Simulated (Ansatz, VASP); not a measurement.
# Te: VASP beside Ansatz

Contents of INCAR:

```
PREC = Accurate ; ENCUT = 520
EDIFF = 1E-6 ; ISMEAR = -1
SIGMA = 0.05 ; LREAL = False
LASPH = True ; NELM = 80
ALGO = Normal ; ISIF = 2
LWAVE = False ; LCHARG = True
GGA = PS ; LELF = True
LVHAR = True ; NBANDS = 16
```

KPOINTS

```
Automatic mesh
0
Gamma
  7 7 5
```

File POSCAR:

```
Te
1.0
    3.8202894285     -2.1482026000      0.0000000000
    3.8202894285      2.1482026000      0.0000000000
   -0.0942908673      0.0000000000      5.9760906531
Te
3
Direct
   -0.0009010000      0.0019210000      0.0052340000
    0.3110890000      0.3045200000      0.3383540000
    0.6963100000      0.6803800000      0.6625110000
```

The input input.yaml:

```yaml
crystal:
  lattice:
    - [3.8202894285, -2.1482026, 0.0]
    - [3.8202894285, 2.1482026, 0.0]
    - [-0.0942908673, 0.0, 5.9760906531]
  atoms:
    - { symbol: Te, position: [-0.000901, 0.001921, 0.005234] }
    - { symbol: Te, position: [0.311089, 0.30452, 0.338354] }
    - { symbol: Te, position: [0.69631, 0.68038, 0.662511] }
hamiltonian:
  xc: pbesol
  pseudopotentials: { kind: paw }
kpoints:
  mp_grid: { grid: [7, 7, 5] }
scf:
  occupations: { method: fermi_dirac, width: 0.05 }
output:
  forces: true
  stress: true
  eigenvalues: true
```

Change from the starting cell: atoms moved at random, drawn with an rms of 0.05 Å.

Alike in both runs: task single point; functional PBEsol; k mesh 7 × 7 × 5; occupations fermi-dirac, width 0.05 eV; no spin polarisation.

|  | VASP | Ansatz |
| --- | --- | --- |
| version | VASP 6.6.1 | Ansatz 0.2.0 |
| potentials or method | VASP PAW PBE potentials, release 64 (Te) | Ansatz PAW |
| plane-wave cutoff (eV) | 520 | 420 |
| valence electrons in the cell | 18 | 48 |

VASP gave:

```
gap on the k mesh at the Fermi level (eV)                     : none
pressure (GPa)                                                : -1.9
traceless stress, the component that is largest in VASP (GPa) : -0.20
rms of the force components (eV/Å)                            : 0.050
```

Problem. Estimate Ansatz's values.

Solution. gap on the k mesh at the Fermi level (eV): none; pressure (GPa): -1.9; traceless stress, the component that is largest in VASP (GPa): -0.21; rms of the force components (eV/Å): 0.047.

VASP's potentials were made for PBE, not for PBEsol. Atom by atom the forces differ by 0.004 eV/Å (rms over components). A gap of «none» marks a metal or a gap that the smearing closes. VASP's potentials hold 18 valence electrons a cell and Ansatz's 48, so a difference there can come from the potentials and not from the codes.

Neither program's run includes spin-orbit coupling.
